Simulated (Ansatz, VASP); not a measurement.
# CdS in VASP and in Ansatz

The input INCAR:

```
PREC = Accurate ; ENCUT = 630
EDIFF = 1E-6 ; ISMEAR = -1
SIGMA = 0.08 ; LREAL = False
LASPH = True ; NELM = 120
ALGO = Normal ; ISIF = 2
LWAVE = False ; LCHARG = False
GGA = PS ; NBANDS = 20
GGA_COMPAT = False
```

The input KPOINTS:

```
Automatic mesh
0
Gamma
  13 13 13
```

File POSCAR:

```
CdS
1.0
    0.0000000000      2.5859695187      2.5859695187
    2.5859695187      0.0000000000      2.5859695187
    2.5859695187      2.5859695187      0.0000000000
Cd S
1 1
Direct
    0.0000000000      0.0000000000      0.0000000000
    0.5000000000      0.5000000000      0.5000000000
```

Input for Ansatz:

```yaml
crystal:
  lattice:
    - [0.0, 2.5859695187, 2.5859695187]
    - [2.5859695187, 0.0, 2.5859695187]
    - [2.5859695187, 2.5859695187, 0.0]
  atoms:
    - { symbol: Cd, position: [0.0, 0.0, 0.0] }
    - { symbol: S, position: [0.5, 0.5, 0.5] }
kpoints:
  mp_grid: { grid: [13, 13, 13] }
scf:
  occupations: { method: fermi_dirac, width: 0.08 }
hamiltonian:
  xc: pbesol
  pseudopotentials: { kind: paw }
output:
  forces: true
  stress: true
  eigenvalues: true
  populations: true
```

Change from the starting cell: volume scaled by 0.88, PAW files.

Alike in both runs: task single point; functional PBEsol; k mesh 13 × 13 × 13; occupations fermi-dirac, width 0.08 eV; no spin polarisation.

|  | VASP | Ansatz |
| --- | --- | --- |
| version | VASP 6.6.1 | Ansatz 0.2.0 |
| potentials or method | VASP PAW PBE potentials, release 64 (Cd_sv_GW, S) | PAW with Ansatz's default frozen-core files, scalar-relativistic |
| plane-wave cutoff (eV) | 630 | 420 |
| valence electrons in the cell | 26 | 26 |

|  | VASP | Ansatz | Ansatz less VASP |
| --- | --- | --- | --- |
| pressure (GPa) | 14.4 | 14.5 | +0.10 |

VASP's potentials were made for PBE, not for PBEsol. With one functional, cell and mesh, what is left measures potentials, basis and numerics.
